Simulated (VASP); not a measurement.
Set up this calculation in VASP 6.6.1, as the native input.

```
Task                   : single point
Functional             : PBEsol
Potentials or basis    : VASP PAW PBE potentials, release 64 (Zn, Se)
Cutoff                 : 500 eV
k mesh                 : 8 × 8 × 8
Occupations            : gaussian, width 0.01 eV
Spin                   : non-collinear spin, zero start, spin-orbit coupling
Starting moments       : [[0.0, 0.0, 0.0], [0.0, 0.0, 0.0]] μB
Dipole correction      : no
Further INCAR settings : ALGO = Normal; EDIFF = 1e-06; NBANDS = 30
```

The structure of ZnSe (xso) lies in POSCAR:

```
ZnSe
1.0
    0.0000000000      2.8340000000      2.8340000000
    2.8340000000      0.0000000000      2.8340000000
    2.8340000000      2.8340000000      0.0000000000
Zn Se
1 1
Direct
    0.0000000000      0.0000000000      0.0000000000
    0.2500000000      0.2500000000      0.2500000000
```

The input as run:

INCAR

```
PREC = Accurate ; ENCUT = 500
EDIFF = 1E-6 ; ISMEAR = 0
SIGMA = 0.01 ; LREAL = False
LASPH = True ; NELM = 200
ALGO = Normal ; ISIF = 2
LWAVE = False ; LCHARG = False
MAGMOM = 0 0 0 0 0 0 ; LORBIT = 11
LSORBIT = True ; GGA_COMPAT = False
LORBMOM = True ; GGA = PS
NBANDS = 30
```

KPOINTS

```
regular mesh
0
Gamma
  8 8 8
```

Potentials or basis: VASP PAW PBE potentials, release 64 (Zn, Se).

Launch:

```sh
$ cat potpaw_PBE.64/Zn/POTCAR potpaw_PBE.64/Se/POTCAR > POTCAR
$ mpirun -np 1 vasp_ncl > vasp.out
```

Results of the run:

```yaml
Pressure: -0.8 GPa
Net_moment: 0.00 μB per cell
Valence_electrons_inside_the_program's_atomic_spheres: Zn 10.77; Se 3.88
```

Caveat: the PAW data sets were made with another functional, which shifts forces and pressure a little.

Wall time 76 s on 1 thread of Intel(R) Xeon(R) 6975P-C (Granite Rapids), on a shared host, peak memory 0.32 GiB.
